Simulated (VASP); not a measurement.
# KBr (I4/mmm) in VASP: notebook, part 2 of 2

VASP 6.6.1. The steps go on from the part before.

## (4) Single point, PBEsol (strain +0.040 along x and y, +0.000 along z)

Contents of INCAR:

```
SYSTEM = KBr
PREC     = Accurate       ! precision mode
ENCUT    = 520            ! plane-wave cutoff, eV
EDIFF    = 1E-7           ! SCF threshold, eV
ISMEAR   = 0              ! smearing method
SIGMA    = 0.05           ! smearing width, eV
LREAL    = .False.        ! projectors in reciprocal space
LASPH    = .True.         ! aspherical terms in the spheres
NELM     = 100            ! most SCF steps
ALGO     = Normal         ! electronic algorithm
ISIF     = 2              ! what is computed and relaxed
LWAVE    = .False.        ! write WAVECAR
LCHARG   = .False.        ! write CHGCAR
GGA      = PS             ! functional
NBANDS   = 15             ! bands
```

Contents of KPOINTS:

```
regular mesh
0
Gamma
  6 6 6
  0 0 0
```

Contents of POSCAR:

```
KBr
1.0
    0.0000000000      3.4058737286      3.2748785852
    3.4058737286      0.0000000000      3.2748785852
    3.4058737286      3.4058737286      0.0000000000
K Br
1 1
Direct
    0.0000000000      0.0000000000      0.0000000000
    0.5000000000      0.5000000000      0.5000000000
```

Potentials or basis: VASP PAW PBE potentials, release 64 (K_sv, Br).

Launch:

```
$ cat potpaw_PBE.64/K_sv/POTCAR potpaw_PBE.64/Br/POTCAR > POTCAR
$ mpirun -np 1 vasp_std > vasp.out
```

OUTCAR:

```text
SYSTEM = KBr
   PREC = Accurate
   ENCUT = 520
   EDIFF = 1E-7
   ISMEAR = 0
   LREAL = .False.
   LASPH = .True.
   NELM = 100
   ISIF = 2
   GGA = PS

 ion  position               nearest neighbor table
   1  0.000  0.000  0.000-   2 3.27   2 3.27
   2  0.500  0.500  0.500-   1 3.27   1 3.27

  LATTYP: Found a body centered tetragonal cell.
 ALAT       =     4.8166328187
 C/A-ratio  =     1.3598207331

  Lattice vectors:

 A1 = (   0.0000000000,  -3.4058737286,  -3.2748785852)
 A2 = (   0.0000000000,   3.4058737286,  -3.2748785852)
 A3 = (   3.4058737286,   0.0000000000,   3.2748785852)

Analysis of symmetry for initial positions (statically):
=====================================================================
 Subroutine PRICEL returns:
 Original cell was already a primitive cell.

 Routine SETGRP: Setting up the symmetry group for a
 body centered tetragonal supercell.

 Subroutine GETGRP returns: Found 16 space group operations
 (whereof 16 operations were pure point group operations)
 out of a pool of 16 trial point group operations.

The static configuration has the point symmetry D_4h.

Analysis of symmetry for dynamics (positions and initial velocities):
=====================================================================
 Subroutine PRICEL returns:
 Original cell was already a primitive cell.

 Routine SETGRP: Setting up the symmetry group for a
 body centered tetragonal supercell.

 Subroutine GETGRP returns: Found 16 space group operations
 (whereof 16 operations were pure point group operations)
 out of a pool of 16 trial point group operations.

The dynamic configuration has the point symmetry D_4h.

 Subroutine INISYM returns: Found 16 space group operations
 (whereof 16 operations are pure point group operations),
 and found     1 'primitive' translations

----------------------------------------------------------------------------------------

                                     Primitive cell

  volume of cell :      75.9770

  direct lattice vectors                    reciprocal lattice vectors
     0.000000000  3.405873729  3.274878585    -0.146805208  0.146805208  0.152677416
     3.405873729  0.000000000  3.274878585     0.146805208 -0.146805208  0.152677416
     3.405873729  3.405873729  0.000000000     0.146805208  0.146805208 -0.152677416

  length of vectors
     4.724913291  4.724913291  4.816632819     0.257709005  0.257709005  0.257709005

  position of ions in fractional coordinates (direct lattice)
     0.000000000  0.000000000  0.000000000
     0.500000000  0.500000000  0.500000000

  ion indices of the primitive-cell ions
   primitive index   ion index
                 1           1
                 2           2

----------------------------------------------------------------------------------------

 KPOINTS: regular mesh

Automatic generation of k-mesh.
 Grid dimensions read from file:
 generate k-points for:    6    6    6

 Generating k-lattice:

  Cartesian coordinates                     Fractional coordinates (reciprocal lattice)
    -0.024467535  0.024467535  0.025446236     0.166666667  0.000000000  0.000000000
     0.024467535 -0.024467535  0.025446236     0.000000000  0.166666667  0.000000000
     0.024467535  0.024467535 -0.025446236     0.000000000  0.000000000  0.166666667

[... 39 lines left out ...]
   number of dos      NEDOS =    301   number of ions     NIONS =      2
   total plane-waves  NPLWV =  46656
   dimension x,y,z NGX =    36 NGY =   36 NGZ =   36
   dimension x,y,z NGXF=    72 NGYF=   72 NGZF=   72
   ions per type =               1   1
   NGX,Y,Z   is equivalent  to a cutoff of  12.67, 12.67, 12.43 a.u.
   NGXF,Y,Z  is equivalent  to a cutoff of  25.33, 25.33, 24.85 a.u.
 SYSTEM =  KBr
   PREC   = accura    normal or accurate (medium, high low for compatibility)
   ISTART =      0    job   : 0-new  1-cont  2-samecut
   ICHARG =      2    charge: 1-file 2-atom 10-const
   ISPIN  =      1    spin polarized calculation?
   LNONCOLLINEAR =      F non collinear calculations
   LSORBIT =      F    spin-orbit coupling
   LASPH  =      T    aspherical Exc in radial PAW
   ENCUT  =  520.0 eV  38.22 Ry    6.18 a.u.   8.79  8.79  8.96*2*pi/ulx,y,z
   NELM   =    100;   NELMIN=  2; NELMDL= -5     # of ELM steps
   EDIFF  = 0.1E-06   stopping-criterion for ELM
   LREAL  =      F    real-space projection
   EDIFFG = 0.1E-05   stopping-criterion for IOM
   NSW    =      0    number of steps for IOM
   IBRION =     -1    ionic relax: 0-MD 1-quasi-New 2-CG
   NFREE  =      0    steps in history (QN), initial steepest desc. (CG)
   ISIF   =      2    stress and relaxation
   ISYM   =      2    0-nonsym 1-usesym 2-fastsym
   POTIM  = 0.5000    time-step for ionic-motion
   TEBEG  =    0.0;   TEEND  =   0.0 temperature during run
   PSTRESS=    0.0 pullay stress
   NELECT =      16.0000    total number of electrons
   NUPDOWN=      -1.0000    fix difference up-down
   EMIN   =  10.00;   EMAX   =-10.00  energy-range for DOS
   EFERMI =   0.00;   METHOD = LEGACY
   ISMEAR =     0;   SIGMA  =   0.05  broadening in eV -4-tet -1-fermi 0-gaus
   EFERMI_NEDOS =   21; number of points for ismear=-14 and -15
   IALGO  =     38    algorithm
   IMIX   =      4    mixing-type and parameters
     AMIX     =   0.40;   BMIX     =  1.00
     AMIX_MAG =   1.60;   BMIX_MAG =  1.00
  volume/ion in A,a.u.               =      37.99       256.36
  Fermi-wavevector in a.u.,A,eV,Ry     =   0.973989  1.840572 12.907230  0.948655
  Thomas-Fermi vector in A             =   2.104413
   LORBIT       =      0    0 simple, 1 ext, 2 COOP (PROOUT), +10 PAW based schemes
   GGA     = PS    functional components
   LHFCALC =     F    Hartree Fock is set to
   AEXX    =    0.0000 exact exchange contribution
   IVDW    =     0    specifies the selected vdW correction
   LEPSILON=     F    determine dielectric tensor
   LRPA    =     F    only Hartree local field effects (RPA)
 non-spin polarized calculation
 Gauss-broadening in eV      SIGMA  =   0.05
  energy-cutoff  :      520.00
  volume of cell :       75.98
 maximum number of plane-waves:      2066
   NGX = 17   NGY = 17   NGZ = 17

 number of electron      16.0000002 magnetization

 Free energy of the ion-electron system (eV)
  ---------------------------------------------------
  ext. energy  EPLUGINS =         0.00000000
  ---------------------------------------------------
  free energy    TOTEN  =        -6.43747745 eV

  energy without entropy =       -6.43747745  energy(sigma->0) =       -6.43747745

 E-fermi :  -1.8139     XC(G=0):  -7.3120

 val. band max:       -2.0266534413   @ k =   0.0000   0.0000   0.0000
 cond. band min:       2.1155982435   @ k =   0.0000   0.0000   0.0000
 fundamental gap:      4.1422516848
 Fermi energy:        -1.8138829882

 k-point     1 :       0.0000    0.0000    0.0000
  band No.  band energies     occupation
      1     -29.7651      2.00000
      2     -14.2762      2.00000
      3     -13.3035      2.00000
      4     -13.3035      2.00000
      5     -13.3035      2.00000
      6      -2.0363      2.00000
      7      -2.0363      2.00000
      8      -2.0267      2.00000
      9       2.1156      0.00000
     10       5.4118      0.00000
     11       5.4118      0.00000
     12       5.6506      0.00000
     13       6.2012      0.00000
     14       6.3822      0.00000
[... 401 lines left out ...]
      2     -14.2644      2.00000
      3     -13.3542      2.00000
      4     -13.3247      2.00000
      5     -13.2665      2.00000
      6      -2.7993      2.00000
      7      -2.4313      2.00000
      8      -2.2971      2.00000
      9       4.1875      0.00000
     10       5.0783      0.00000
     11       6.5427      0.00000
     12       7.3687      0.00000
     13       7.4372      0.00000
     14       8.2474      0.00000
     15       8.6087      0.00000

 [... further k-points ...]

------------------------ aborting loop because EDIFF is reached ----------------------------------------

  FORCE on cell =-STRESS in cart. coord.  units (eV):
  Direction    XX          YY          ZZ          XY          YZ          ZX
  --------------------------------------------------------------------------------------
  -------------------------------------------------------------------------------------
  Total       -0.5664282     -0.5664282     -0.1475809      0.0000000     -0.0000000      0.0000000
  in kB      -11.9446427    -11.9446427     -3.1121358      0.0000000     -0.0000000      0.0000000
  external PRESSURE =      -9.0004737 kB  Pullay stress =       0.0000000 kB

 VOLUME and BASIS-vectors are now :
 -----------------------------------------------------------------------------
  energy-cutoff  :      520.00
  volume of cell :       75.98
      direct lattice vectors                 reciprocal lattice vectors
     0.000000000  3.405873729  3.274878585    -0.146805208  0.146805208  0.152677416
     3.405873729  0.000000000  3.274878585     0.146805208 -0.146805208  0.152677416
     3.405873729  3.405873729  0.000000000     0.146805208  0.146805208 -0.152677416

 POSITION                                       TOTAL-FORCE (eV/Angst)
 -----------------------------------------------------------------------------------
      0.00000      0.00000      0.00000         0.000000     -0.000000      0.000000
      3.40587      3.40587      3.27488        -0.000000      0.000000      0.000000
 -----------------------------------------------------------------------------------
    total drift:                                0.000000      0.000000      0.000000

  FREE ENERGIE OF THE ION-ELECTRON SYSTEM (eV)
  ---------------------------------------------------
  free  energy   TOTEN  =        -6.4374774492 eV

  energy  without entropy=       -6.4374774492  energy(sigma->0) =       -6.43747745
```

It took 16 s on 1 thread of Intel Xeon 6975P-C (Granite Rapids), shared host; peak memory 0.22 GiB.

What came out:

| Item | Value |
| --- | --- |
| Free energy | -6.4375 eV |
| Pressure | -0.9 GPa |
| Band gap on the k mesh | 4.14 eV, direct |

Caveat: the cell differs from its parent crystal (strain +0.040 along x and y, +0.000 along z); the PAW data sets were made with another functional, which shifts forces and pressure a little.

## (5) Single point, PBEsol (strain +0.080 along x and y, -0.080 along z)

Contents of INCAR:

```
PREC = Accurate
ENCUT = 520
EDIFF = 1E-6
ISMEAR = 0
SIGMA = 0.05
LREAL = False
LASPH = True
NELM = 100
ALGO = Normal
ISIF = 2
LWAVE = False
LCHARG = False
GGA = PS
NBANDS = 15
```

Contents of KPOINTS:

```
regular mesh
0
Gamma
  6 6 6
```

Contents of POSCAR:

```
KBr
1.0
    0.0000000000      3.5368688720      3.0128882984
    3.5368688720      0.0000000000      3.0128882984
    3.5368688720      3.5368688720      0.0000000000
K Br
1 1
Direct
    0.0000000000      0.0000000000      0.0000000000
    0.5000000000      0.5000000000      0.5000000000
```

Launch:

```
$ cat potpaw_PBE.64/K_sv/POTCAR potpaw_PBE.64/Br/POTCAR > POTCAR
$ mpirun -np 1 vasp_std > vasp.out
```

It took 16 s on 1 thread of Intel Xeon 6975P-C (Granite Rapids), shared host; peak memory 0.22 GiB.

It converged, with:

| Item | Value |
| --- | --- |
| Free energy | -6.3281 eV |
| Pressure | 0.3 GPa |
| Band gap on the k mesh | 4.06 eV, direct |

Stress tensor (GPa, compression positive):
```
-1.54  0.00  0.00
 0.00 -1.54  0.00
 0.00  0.00  3.99
```

Levels at points of the mesh, in eV from the valence-band top:
| k point | band 6 | band 7 | band 8 | band 9 | band 10 | band 11 |
| --- | --- | --- | --- | --- | --- | --- |
| (0.00, 0.00, 0.00) | -0.09 | -0.09 | 0.00 | 4.06 | 7.19 | 7.19 |
| (0.50, 0.00, 0.00) | -1.23 | -0.42 | -0.42 | 6.26 | 7.79 | 9.18 |
| (0.50, 0.50, 0.00) | -0.65 | -0.48 | -0.48 | 5.59 | 7.18 | 9.51 |
| (0.50, 0.00, 0.50) | -0.91 | -0.26 | -0.24 | 5.86 | 6.76 | 8.69 |

Caveat: the cell differs from its parent crystal (strain +0.080 along x and y, -0.080 along z); the PAW data sets were made with another functional, which shifts forces and pressure a little.

## (6) The runs side by side

```tsv
cell	gap on the mesh (eV)	pressure (GPa)
a = 4.635, b = 4.635, c = 4.817 Å, angles 58.7, 58.7, 62.6°, 2 atoms	4.21	-0.2
a = 4.820, b = 4.820, c = 4.631 Å, angles 61.3, 61.3, 57.4°, 2 atoms	4.14	-0.7
a = 4.725, b = 4.725, c = 4.817 Å, angles 59.4, 59.4, 61.3°, 2 atoms	4.14	-0.9
a = 4.646, b = 4.646, c = 5.002 Å, angles 57.4, 57.4, 65.1°, 2 atoms	4.06	0.3
```

Alike in all rows: task single point; level PBEsol; potentials or basis VASP PAW PBE potentials, release 64 (K_sv, Br); no spin polarisation; k mesh 6 × 6 × 6; cutoff (eV) 520; smearing gaussian 0.05 eV.

Caveats: the PAW data sets were made with another functional, which shifts forces and pressure a little.

Total energies depend on the potentials used, so only differences within one code and one set of settings carry meaning.
